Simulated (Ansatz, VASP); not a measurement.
## Ta in VASP and in Ansatz

```
CELL_PARAMETERS angstrom
-1.62643 1.62643 1.62643
1.62643 -1.62643 1.62643
1.62643 1.62643 -1.62643
ATOMIC_POSITIONS crystal
Ta 0.00000 0.00000 0.00000
```

Alike in both runs: functional LDA; k mesh 18 × 18 × 18; occupations gaussian, width 0.1 eV; no spin polarisation.

Ansatz relaxed the structure, and its values are those at the end. VASP's run is a single point on that final structure, the one shown.

```csv
,VASP,Ansatz
version,VASP 6.6.1,Ansatz 0.2.0
potentials or method,"VASP PAW LDA potentials, release 64 (Ta_pv), cutoff 520 eV","scalar-relativistic, plane waves, PAW"
valence electrons in the cell,11,13
```

```tsv
	VASP	Ansatz	Ansatz less VASP
gap on the k mesh at the Fermi level (eV)	none	none	-
pressure (GPa)	0.9	0.0	-0.91
```

LDA's correlation is that of Perdew and Zunger in VASP and of Perdew and Wang (1992) in Ansatz. A gap of «none» marks a metal or a gap that the smearing closes. VASP's potentials hold 11 valence electrons a cell and Ansatz's 13, so a difference there can come from the potentials and not from the codes.

Spin-orbit coupling is off throughout.
